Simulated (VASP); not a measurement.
# TePb: relaxation of cell and atoms with revPBE+D4

Crystal: TePb.

```
Pb Te
1.0
     4.00229    0.00000    0.00000
     0.00000    4.00229    0.00000
     0.00000    0.00000    4.00229
Pb Te
1 1
Direct
  0.00000 0.00000 0.00000
  0.50000 0.50000 0.50000
```

```
Program                : VASP 6.6.1
Task                   : relaxation of cell and atoms
Functional             : revPBE
Dispersion             : D4
Potentials or basis    : VASP PAW PBE potentials, release 64 (Pb_d, Te)
Cutoff                 : 600 eV
k mesh                 : 7 × 7 × 7
Occupations            : fermi-dirac, width 0.05 eV
Spin                   : no spin polarisation
Dipole correction      : no
Further INCAR settings : ALGO = Normal; EDIFF = 1e-06; IBRION = 2; EDIFFG = -0.01; NSW = 60; ISIF = 3
```

- Relaxed volume: 32.44 Å³/atom
- Relaxed cell: a = 4.018 Å, b = 4.018 Å, c = 4.018 Å, α = 90.00°, β = 90.00°, γ = 90.00°
- Space group after relaxing (to 0.1 Å): Pm-3m (No. 221)
- Energy gained by relaxing: 6.6 meV/atom
- Ionic steps: 9
- Pressure after relaxing: 0.0 GPa
- Band gap on the k mesh: zero (bands 10 and 11 overlap by 0.74 eV)
- Dispersion energy per atom: -0.726 eV

Step by step:
| step | energy change (eV) | largest force (eV/Å) | pressure (GPa) | volume (Å³) |
| --- | --- | --- | --- | --- |
| 1 | 0.0000 | 0.0000 | 5.90 | 64.11 |
| 2 | 0.2196 | 0.0000 | -0.63 | 75.70 |
| 3 | 0.2023 | 0.0000 | -3.65 | 74.33 |
| 4 | 0.0713 | 0.0000 | -3.69 | 69.94 |
| 5 | 0.0184 | 0.0000 | -3.26 | 66.98 |
| 6 | -0.0078 | 0.0000 | -2.17 | 65.54 |
| 7 | -0.0131 | 0.0000 | 0.30 | 64.82 |
| 8 | -0.0131 | 0.0000 | -0.13 | 64.91 |
| 9 | -0.0131 | 0.0000 | -0.05 | 64.88 |

Final structure:
```
Pb Te
1.0
     4.01823    0.00000    0.00000
     0.00000    4.01823    0.00000
     0.00000    0.00000    4.01823
Pb Te
1 1
Direct
  0.00000 0.00000 0.00000
  0.50000 0.50000 0.50000
```

Levels at points of the mesh, in eV from the Fermi level:
| k point | band 8 | band 9 | band 10 | band 11 | band 12 | band 13 |
| --- | --- | --- | --- | --- | --- | --- |
| (0.00, 0.00, 0.00) | -1.55 | -1.55 | -1.55 | 4.02 | 4.02 | 5.17 |

It took 68 s on 1 thread of Intel(R) Xeon(R) Platinum 8488C (Sapphire Rapids) (shared host), peak memory 0.2 GiB.

Caveat: semilocal functionals underestimate gaps, so a narrow gap can read as zero; the PAW data sets were made with another functional, which shifts forces and pressure a little; spin-orbit coupling is left out, which moves the levels of the heavy elements.
